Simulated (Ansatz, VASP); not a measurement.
SnPb3O4 in VASP and in Ansatz

Contents of INCAR:

```
SYSTEM = SnPb3O4
  PREC = Accurate
  ENCUT = 520
  EDIFF = 1E-6
  ISMEAR = 0
  SIGMA = 0.1
  LREAL = .False.
  LASPH = .True.
  NELM = 100
  ALGO = Normal
  ISIF = 2
  LWAVE = .False.
  LCHARG = .True.
  GGA = PE
  LELF = .True.
  LVHAR = .True.
  NBANDS = 50
```

KPOINTS

```
Automatic mesh
0
Gamma
  4 4 4
  0 0 0
```

Contents of POSCAR:

```
SnPb3O4
1.0
    5.5304088600      0.0000000000      0.0000000000
    0.0000000000      5.5304088600      0.0000000000
    0.0000000000      0.0000000000      5.1428700300
Sn Pb O
1 3 4
Direct
    0.0000000000      0.0000000000      0.7740252200
    0.0000000000      0.5000000000      0.2259747800
    0.5000000000      0.0000000000      0.2259747800
    0.5000000000      0.5000000000      0.7740252200
    0.7500000000      0.7500000000      0.0000000000
    0.2500000000      0.2500000000      0.0000000000
    0.7500000000      0.2500000000      0.0000000000
    0.2500000000      0.7500000000      0.0000000000
```

Input for Ansatz:

```yaml
crystal:
  lattice:
    - [5.53040886, 0.0, 0.0]
    - [0.0, 5.53040886, 0.0]
    - [0.0, 0.0, 5.14287003]
  atoms:
    - { symbol: Sn, position: [0.0, 0.0, 0.77402522] }
    - { symbol: Pb, position: [0.0, 0.5, 0.22597478] }
    - { symbol: Pb, position: [0.5, 0.0, 0.22597478] }
    - { symbol: Pb, position: [0.5, 0.5, 0.77402522] }
    - { symbol: O, position: [0.75, 0.75, 0.0] }
    - { symbol: O, position: [0.25, 0.25, 0.0] }
    - { symbol: O, position: [0.75, 0.25, 0.0] }
    - { symbol: O, position: [0.25, 0.75, 0.0] }
basis:
  ecutwfc: 420
kpoints:
  mp_grid: { grid: [4, 4, 4] }
hamiltonian:
  xc: pbe
scf:
  occupations: { method: gaussian, width: 0.1 }
  lower_state_search: "off"
output:
  forces: true
  stress: true
  eigenvalues: true
```

Alike in both runs: task single point; functional PBE; k mesh 4 × 4 × 4; occupations gaussian, width 0.1 eV; no spin polarisation.

```csv
,VASP,Ansatz
version,VASP 6.6.1,Ansatz 0.2.0
potentials or method,"VASP PAW PBE potentials, release 64 (Sn_d, Pb_d, O), cutoff 520 eV","scalar-relativistic, plane waves, PAW"
valence electrons in the cell,80,80
```

```tsv
	VASP	Ansatz	Ansatz less VASP
gap on the k mesh at the Fermi level (eV)	1.19	1.18	-0.008
least direct gap on the mesh (eV)	1.19	1.18	-0.008
pressure (GPa)	6.4	6.3	-0.12
traceless stress, the component that is largest in VASP (GPa)	-0.88	-0.87	+0.009
rms of the force components (eV/Å)	0.652	0.639	-0.0129
```

Atom by atom the forces differ by 0.023 eV/Å (rms over components). With one functional, cell and mesh, what is left measures potentials, basis and numerics.

Neither program's run includes spin-orbit coupling.
